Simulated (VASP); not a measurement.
# BP (F-43m) in VASP: a series of runs

Runs on BP. Level: PBE. Tasks: single point, relaxation of cell and atoms.

Program: VASP 6.6.1. These are calculated values, not measurements. Logs are shortened: lines on timing, memory, paths and dates and some standing lists are left out, and cuts for length are marked.

**1. The cell of the first run**

Symmetry: F-43m, No. 216, cubic system. Conventional cell: a = 4.548 Å, b = 4.548 Å, c = 4.548 Å, α = 90.00°, β = 90.00°, γ = 90.00°. Within 2.6 Å of B (site symmetry -43m) lie 4 P at 1.97 Å. Within 2.6 Å of P (site symmetry -43m) lie 4 B at 1.97 Å.

**2. Single point, PBE**

Contents of INCAR:

```
PREC = Accurate
ENCUT = 500
EDIFF = 1E-6
ISMEAR = 0
SIGMA = 0.01
LREAL = False
LASPH = True
NELM = 120
ALGO = Normal
ISIF = 2
LWAVE = False
LCHARG = False
GGA = PE
NBANDS = 11
GGA_COMPAT = False
```

Contents of KPOINTS:

```
Automatic mesh
0
Gamma
  10 10 10
```

Contents of POSCAR:

```
BP
1.0
    0.0000000000      2.2741520756      2.2741520756
    2.2741520756      0.0000000000      2.2741520756
    2.2741520756      2.2741520756      0.0000000000
B P
1 1
Direct
    0.0000000000      0.0000000000      0.0000000000
    0.2500000000      0.2500000000      0.2500000000
```

Potentials or basis: VASP PAW PBE potentials, release 64 (B, P).

The run is started by

```sh
$ cat potpaw_PBE.64/B/POTCAR potpaw_PBE.64/P/POTCAR > POTCAR
$ mpirun -np 1 vasp_std > vasp.out
```

OUTCAR:

```text
PREC = Accurate
   ENCUT = 500
   EDIFF = 1E-6
   ISMEAR = 0
   LREAL = False
   LASPH = True
   NELM = 120
   ISIF = 2
   GGA = PE

 ion  position               nearest neighbor table
   1  0.000  0.000  0.000-   2 1.97   2 1.97   2 1.97   2 1.97
   2  0.250  0.250  0.250-   1 1.97   1 1.97   1 1.97   1 1.97

  LATTYP: Found a face centered cubic cell.
 ALAT       =     4.5483041512

  Lattice vectors:

 A1 = (   0.0000000000,   2.2741520756,   2.2741520756)
 A2 = (   2.2741520756,   0.0000000000,   2.2741520756)
 A3 = (   2.2741520756,   2.2741520756,   0.0000000000)

Analysis of symmetry for initial positions (statically):
=====================================================================
 Subroutine PRICEL returns:
 Original cell was already a primitive cell.

 Routine SETGRP: Setting up the symmetry group for a
 face centered cubic supercell.

 Subroutine GETGRP returns: Found 24 space group operations
 (whereof 24 operations were pure point group operations)
 out of a pool of 48 trial point group operations.

The static configuration has the point symmetry T_d .

Analysis of symmetry for dynamics (positions and initial velocities):
=====================================================================
 Subroutine PRICEL returns:
 Original cell was already a primitive cell.

 Routine SETGRP: Setting up the symmetry group for a
 face centered cubic supercell.

 Subroutine GETGRP returns: Found 24 space group operations
 (whereof 24 operations were pure point group operations)
 out of a pool of 48 trial point group operations.

The dynamic configuration has the point symmetry T_d .

 Subroutine INISYM returns: Found 24 space group operations
 (whereof 24 operations are pure point group operations),
 and found     1 'primitive' translations

----------------------------------------------------------------------------------------

                                     Primitive cell

  volume of cell :      23.5228

  direct lattice vectors                    reciprocal lattice vectors
     0.000000000  2.274152076  2.274152076    -0.219862165  0.219862165  0.219862165
     2.274152076  0.000000000  2.274152076     0.219862165 -0.219862165  0.219862165
     2.274152076  2.274152076  0.000000000     0.219862165  0.219862165 -0.219862165

  length of vectors
     3.216136708  3.216136708  3.216136708     0.380812441  0.380812441  0.380812441

  position of ions in fractional coordinates (direct lattice)
     0.000000000  0.000000000  0.000000000
     0.250000000  0.250000000  0.250000000

  ion indices of the primitive-cell ions
   primitive index   ion index
                 1           1
                 2           2

----------------------------------------------------------------------------------------

 KPOINTS: Automatic mesh

Automatic generation of k-mesh.
 Grid dimensions read from file:
 generate k-points for:   10   10   10

 Generating k-lattice:

  Cartesian coordinates                     Fractional coordinates (reciprocal lattice)
    -0.021986217  0.021986217  0.021986217     0.100000000  0.000000000  0.000000000
     0.021986217 -0.021986217  0.021986217     0.000000000  0.100000000  0.000000000
     0.021986217  0.021986217 -0.021986217     0.000000000  0.000000000  0.100000000

  Length of vectors
     0.038081244  0.038081244  0.038081244

  Shift w.r.t. Gamma in fractional coordinates (k-lattice)
     0.000000000  0.000000000  0.000000000

 Subroutine IBZKPT returns following result:
 ===========================================

 Found     47 irreducible k-points:

 Following reciprocal coordinates:
            Coordinates               Weight
  0.000000  0.000000  0.000000      1.000000
  0.100000  0.000000  0.000000      8.000000
  0.200000  0.000000  0.000000      8.000000
  0.300000  0.000000  0.000000      8.000000
  0.400000  0.000000  0.000000      8.000000
  0.500000  0.000000  0.000000      4.000000
[... 16 lines left out ...]
  0.300000  0.300000  0.000000      6.000000
  0.400000  0.300000  0.000000     24.000000
 [... further k-points ...]
   k-points           NKPTS =     47   k-points in BZ     NKDIM =     47   number of bands    NBANDS=     11
   number of dos      NEDOS =    301   number of ions     NIONS =      2
   total plane-waves  NPLWV =  13824
   dimension x,y,z NGX =    24 NGY =   24 NGZ =   24
   dimension x,y,z NGXF=    48 NGYF=   48 NGZF=   48
   ions per type =               1   1
   NGX,Y,Z   is equivalent  to a cutoff of  12.41, 12.41, 12.41 a.u.
   NGXF,Y,Z  is equivalent  to a cutoff of  24.81, 24.81, 24.81 a.u.
 SYSTEM =  unknown system
   PREC   = accura    normal or accurate (medium, high low for compatibility)
   ISTART =      0    job   : 0-new  1-cont  2-samecut
   ICHARG =      2    charge: 1-file 2-atom 10-const
   ISPIN  =      1    spin polarized calculation?
   LNONCOLLINEAR =      F non collinear calculations
   LSORBIT =      F    spin-orbit coupling
   LASPH  =      T    aspherical Exc in radial PAW
   ENCUT  =  500.0 eV  36.75 Ry    6.06 a.u.   5.86  5.86  5.86*2*pi/ulx,y,z
   NELM   =    120;   NELMIN=  2; NELMDL= -5     # of ELM steps
   EDIFF  = 0.1E-05   stopping-criterion for ELM
   LREAL  =      F    real-space projection
   EDIFFG = 0.1E-04   stopping-criterion for IOM
   NSW    =      0    number of steps for IOM
   IBRION =     -1    ionic relax: 0-MD 1-quasi-New 2-CG
   NFREE  =      0    steps in history (QN), initial steepest desc. (CG)
   ISIF   =      2    stress and relaxation
   ISYM   =      2    0-nonsym 1-usesym 2-fastsym
   POTIM  = 0.5000    time-step for ionic-motion
   TEBEG  =    0.0;   TEEND  =   0.0 temperature during run
   PSTRESS=    0.0 pullay stress
   NELECT =       8.0000    total number of electrons
   NUPDOWN=      -1.0000    fix difference up-down
   EMIN   =  10.00;   EMAX   =-10.00  energy-range for DOS
   EFERMI =   0.00;   METHOD = LEGACY
   ISMEAR =     0;   SIGMA  =   0.01  broadening in eV -4-tet -1-fermi 0-gaus
   EFERMI_NEDOS =   21; number of points for ismear=-14 and -15
   IALGO  =     38    algorithm
   IMIX   =      4    mixing-type and parameters
     AMIX     =   0.40;   BMIX     =  1.00
     AMIX_MAG =   1.60;   BMIX_MAG =  1.00
  volume/ion in A,a.u.               =      11.76        79.37
  Fermi-wavevector in a.u.,A,eV,Ry     =   1.142726  2.159438 17.766787  1.305822
  Thomas-Fermi vector in A             =   2.279423
   LORBIT       =      0    0 simple, 1 ext, 2 COOP (PROOUT), +10 PAW based schemes
   GGA     = PE    functional components
   LHFCALC =     F    Hartree Fock is set to
   AEXX    =    0.0000 exact exchange contribution
   IVDW    =     0    specifies the selected vdW correction
   LEPSILON=     F    determine dielectric tensor
   LRPA    =     F    only Hartree local field effects (RPA)
 non-spin polarized calculation
 Gauss-broadening in eV      SIGMA  =   0.01
  energy-cutoff  :      500.00
  volume of cell :       23.52
 maximum number of plane-waves:       610
   NGX = 11   NGY = 11   NGZ = 11

 number of electron       8.0000000 magnetization

 Free energy of the ion-electron system (eV)
  ---------------------------------------------------
  ext. energy  EPLUGINS =         0.00000000
  ---------------------------------------------------
  free energy    TOTEN  =       -12.93057481 eV

  energy without entropy =      -12.93057481  energy(sigma->0) =      -12.93057481

 E-fermi :   7.4761     XC(G=0): -10.8780

 val. band max:        7.3526253304   @ k =   0.0000   0.0000   0.0000
 cond. band min:       8.6011338184   @ k =   0.4000   0.4000   0.0000
 fundamental gap:      1.2485084881
 Fermi energy:         7.4760531626

 k-point     1 :       0.0000    0.0000    0.0000
  band No.  band energies     occupation
      1      -8.0472      2.00000
      2       7.3526      2.00000
      3       7.3526      2.00000
      4       7.3526      2.00000
      5      10.7434      0.00000
      6      10.7434      0.00000
      7      10.7434      0.00000
      8      14.6235      0.00000
      9      18.8197      0.00000
     10      19.4620      0.00000
     11      19.4620      0.00000

 k-point     2 :       0.1000    0.0000    0.0000
  band No.  band energies     occupation
      1      -7.8680      2.00000
      2       6.0556      2.00000
      3       7.0597      2.00000
      4       7.0597      2.00000
      5      11.1492      0.00000
      6      11.1492      0.00000
      7      11.1733      0.00000
      8      15.1517      0.00000
      9      18.7825      0.00000
     10      18.7825      0.00000
     11      19.3848      0.00000

 k-point     3 :       0.2000    0.0000    0.0000
  band No.  band energies     occupation
      1      -7.3375      2.00000
      2       3.7240      2.00000
      3       6.5035      2.00000
      4       6.5035      2.00000
      5      11.3588      0.00000
      6      11.8663      0.00000
      7      11.8663      0.00000
      8      16.3444      0.00000
      9      18.1842      0.00000
     10      18.1842      0.00000
     11      20.2424      0.00000

 k-point     4 :       0.3000    0.0000    0.0000
  band No.  band energies     occupation
      1      -6.4858      2.00000
      2       1.3763      2.00000
      3       6.0165      2.00000
      4       6.0165      2.00000
      5      11.2579      0.00000
      6      12.1989      0.00000
      7      12.1989      0.00000
      8      17.2833      0.00000
      9      18.7535      0.00000
     10      18.7535      0.00000
     11      20.4950      0.00000
[... 239 lines left out ...]
 k-point    22 :      -0.2000    0.2000    0.0000
  band No.  band energies     occupation
      1      -6.1961      2.00000
      2       2.1199      2.00000
      3       3.2074      2.00000
      4       6.1148      2.00000
      5      11.8104      0.00000
      6      12.6513      0.00000
      7      13.7104      0.00000
      8      15.6444      0.00000
      9      16.8498      0.00000
     10      20.9195      0.00000
     11      23.0683      0.00000

 k-point    23 :       0.3000    0.3000    0.0000
  band No.  band energies     occupation
      1      -5.9449      2.00000
      2       2.5270      2.00000
      3       4.1519      2.00000
      4       4.1519      2.00000
      5       8.8821      0.00000
      6      11.2658      0.00000
      7      16.1753      0.00000
      8      16.1753      0.00000
      9      20.3235      0.00000
     10      21.7069      0.00000
     11      23.8068      0.00000

 k-point    24 :       0.4000    0.3000    0.0000
  band No.  band energies     occupation
      1      -5.1256      2.00000
      2       1.2073      2.00000
      3       3.3296      2.00000
      4       3.8587      2.00000
      5       9.1695      0.00000
      6      10.9777      0.00000
      7      16.7822      0.00000
      8      16.7974      0.00000
      9      21.2741      0.00000
     10      22.5761      0.00000
     11      24.3142      0.00000

 [... further k-points ...]

------------------------ aborting loop because EDIFF is reached ----------------------------------------

  FORCE on cell =-STRESS in cart. coord.  units (eV):
  Direction    XX          YY          ZZ          XY          YZ          ZX
  --------------------------------------------------------------------------------------
  -------------------------------------------------------------------------------------
  Total       -0.0312597     -0.0312597     -0.0312597     -0.0000000     -0.0000000     -0.0000000
  in kB       -2.1291560     -2.1291560     -2.1291560     -0.0000000     -0.0000000     -0.0000000
  external PRESSURE =      -2.1291560 kB  Pullay stress =       0.0000000 kB

 VOLUME and BASIS-vectors are now :
 -----------------------------------------------------------------------------
  energy-cutoff  :      500.00
  volume of cell :       23.52
      direct lattice vectors                 reciprocal lattice vectors
     0.000000000  2.274152076  2.274152076    -0.219862165  0.219862165  0.219862165
     2.274152076  0.000000000  2.274152076     0.219862165 -0.219862165  0.219862165
     2.274152076  2.274152076  0.000000000     0.219862165  0.219862165 -0.219862165

 POSITION                                       TOTAL-FORCE (eV/Angst)
 -----------------------------------------------------------------------------------
      0.00000      0.00000      0.00000         0.000000      0.000000      0.000000
      1.13708      1.13708      1.13708        -0.000000     -0.000000     -0.000000
 -----------------------------------------------------------------------------------
    total drift:                                0.000000      0.000000      0.000000

  FREE ENERGIE OF THE ION-ELECTRON SYSTEM (eV)
  ---------------------------------------------------
  free  energy   TOTEN  =       -12.9305748112 eV

  energy  without entropy=      -12.9305748112  energy(sigma->0) =      -12.93057481
```

Wall time 5.9 s (1 thread of Intel Xeon 6975P-C (Granite Rapids), shared host); peak memory 0.13 GiB.

What came out:

| Item | Value |
| --- | --- |
| Free energy | -12.9306 eV |
| Pressure | -0.2 GPa |
| Band gap on the k mesh | 1.25 eV (least direct gap 3.39 eV) |

A k mesh can miss the band edges. PBE gaps usually lie below the measured ones, often by a third to a half.

**3. Relaxation of cell and atoms, PBE**

This run uses another cell than the first one, of 11.68 Å³/atom.

Contents of INCAR:

```
SYSTEM = BP
  PREC = Accurate
  ENCUT = 500
  EDIFF = 1E-7
  ISMEAR = 0
  SIGMA = 0.01
  LREAL = .FALSE.
  LASPH = .TRUE.
  NELM = 120
  ALGO = Normal
  ISIF = 3
  LWAVE = .FALSE.
  LCHARG = .FALSE.
  GGA = PE
  IBRION = 2
  NSW = 80
  EDIFFG = -0.01
  GGA_COMPAT = .FALSE.
  NELMIN = 4
```

Contents of KPOINTS:

```
regular mesh
0
G
  10 10 10
  0 0 0
```

Contents of POSCAR:

```
BP
1.0
    0.0000000000      2.2690000000      2.2690000000
    2.2690000000      0.0000000000      2.2690000000
    2.2690000000      2.2690000000      0.0000000000
B P
1 1
Direct
    0.0000000000      0.0000000000      0.0000000000
    0.2500000000      0.2500000000      0.2500000000
```

Potentials or basis: VASP PAW PBE potentials, release 64 (B, P).

The run is started by

```sh
$ cat potpaw_PBE.64/B/POTCAR potpaw_PBE.64/P/POTCAR > POTCAR
$ mpirun -np 1 vasp_std > vasp.out
```

OUTCAR:

```text
SYSTEM = BP
   PREC = Accurate
   ENCUT = 500
   EDIFF = 1E-7
   ISMEAR = 0
   LREAL = .FALSE.
   LASPH = .TRUE.
   NELM = 120
   ISIF = 3
   GGA = PE
   IBRION = 2
   NSW = 80
   EDIFFG = -0.01
   NELMIN = 4

 ion  position               nearest neighbor table
   1  0.000  0.000  0.000-   2 1.97   2 1.97   2 1.97   2 1.97
   2  0.250  0.250  0.250-   1 1.97   1 1.97   1 1.97   1 1.97

  LATTYP: Found a face centered cubic cell.
 ALAT       =     4.5380000000

  Lattice vectors:

 A1 = (   0.0000000000,   2.2690000000,   2.2690000000)
 A2 = (   2.2690000000,   0.0000000000,   2.2690000000)
 A3 = (   2.2690000000,   2.2690000000,   0.0000000000)

Analysis of symmetry for initial positions (statically):
=====================================================================
 Subroutine PRICEL returns:
 Original cell was already a primitive cell.

 Routine SETGRP: Setting up the symmetry group for a
 face centered cubic supercell.

 Subroutine GETGRP returns: Found 24 space group operations
 (whereof 24 operations were pure point group operations)
 out of a pool of 48 trial point group operations.

The static configuration has the point symmetry T_d .

[... 169 lines left out ...]
  Total        0.1322431      0.1322431      0.1322431     -0.0000000      0.0000000     -0.0000000
  in kB        9.0688078      9.0688078      9.0688078     -0.0000000      0.0000000     -0.0000000
  external PRESSURE =       9.0688078 kB  Pullay stress =       0.0000000 kB
[... 59 lines left out ...]
--------------------------------------- Ionic step        3  -------------------------------------------

 number of electron       8.0000000 magnetization

 Free energy of the ion-electron system (eV)
  ---------------------------------------------------
  ext. energy  EPLUGINS =         0.00000000
  ---------------------------------------------------
  free energy    TOTEN  =       -12.93051838 eV

  energy without entropy =      -12.93051838  energy(sigma->0) =      -12.93051838

 E-fermi :   7.4146     XC(G=0): -10.8835

 val. band max:        7.3678539075   @ k =   0.0000   0.0000   0.0000
 cond. band min:       8.6147198683   @ k =   0.4000   0.4000   0.0000
 fundamental gap:      1.2468659608
 Fermi energy:         7.4146336701

 k-point     1 :       0.0000    0.0000    0.0000
  band No.  band energies     occupation
      1      -8.0435      2.00000
      2       7.3679      2.00000
      3       7.3679      2.00000
      4       7.3679      2.00000
      5      10.7605      0.00000
      6      10.7605      0.00000
      7      10.7605      0.00000
      8      14.6585      0.00000
[... 243 lines left out ...]
 k-point    24 :       0.4000    0.3000    0.0000
  band No.  band energies     occupation
      1      -5.1185      2.00000
      2       1.2197      2.00000
      3       3.3401      2.00000
      4       3.8699      2.00000
      5       9.1838      0.00000
      6      10.9927      0.00000
      7      16.8069      0.00000
      8      16.8208      0.00000

 [... further k-points ...]

------------------------ aborting loop because EDIFF is reached ----------------------------------------

  FORCE on cell =-STRESS in cart. coord.  units (eV):
  Direction    XX          YY          ZZ          XY          YZ          ZX
  --------------------------------------------------------------------------------------
  -------------------------------------------------------------------------------------
  Total        0.0011893      0.0011893      0.0011893      0.0000000     -0.0000000     -0.0000000
  in kB        0.0811095      0.0811095      0.0811095      0.0000000     -0.0000000     -0.0000000
  external PRESSURE =       0.0811095 kB  Pullay stress =       0.0000000 kB
[... 17 lines left out ...]
  FREE ENERGIE OF THE ION-ELECTRON SYSTEM (eV)
  ---------------------------------------------------
  free  energy   TOTEN  =       -12.9305183848 eV

  energy  without entropy=      -12.9305183848  energy(sigma->0) =      -12.93051838

 reached required accuracy - stopping structural energy minimisation
```

CONTCAR:

```text
BP
   1.00000000000000
     0.0000000000000000    2.2731658332010380    2.2731658332010380
     2.2731658332010380    0.0000000000000000    2.2731658332010380
     2.2731658332010380    2.2731658332010380    0.0000000000000000
  B               P
     1     1
Direct
     0.0000000000000000    0.0000000000000000    0.0000000000000000
     0.2500000000000000    0.2500000000000000    0.2500000000000000

  0.00000000E+00  0.00000000E+00  0.00000000E+00
  0.00000000E+00  0.00000000E+00  0.00000000E+00
```

Run time: 10 s. Hardware: 1 thread of Intel Xeon 6975P-C (Granite Rapids), shared host; peak memory 0.13 GiB.

What came out:

* Free energy: -12.9305 eV
* Relaxed volume: 11.75 Å³/atom
* Relaxed cell: a = 3.215 Å, b = 3.215 Å, c = 3.215 Å, α = 60.00°, β = 60.00°, γ = 60.00°
* Space group after relaxing (to 0.1 Å): F-43m (No. 216)
* Energy gained by relaxing: 0.2 meV/atom
* Ionic steps: 3
* Pressure after relaxing: 0.0 GPa
* Band gap on the k mesh: 1.25 eV (least direct gap 3.39 eV)

The path:
| step | energy change (eV) | largest force (eV/Å) | pressure (GPa) | volume (Å³) |
| --- | --- | --- | --- | --- |
| 1 | 0.0000 | 0.0000 | 0.91 | 23.36 |
| 2 | -0.0002 | 0.0000 | -0.64 | 23.59 |
| 3 | -0.0004 | 0.0000 | 0.01 | 23.49 |

Final structure:
```xyz
2
Lattice="0.0000 2.2732 2.2732 2.2732 0.0000 2.2732 2.2732 2.2732 0.0000" Properties=species:S:1:pos:R:3 pbc="T T T"
B     0.0000    0.0000    0.0000
P     1.1366    1.1366    1.1366
```
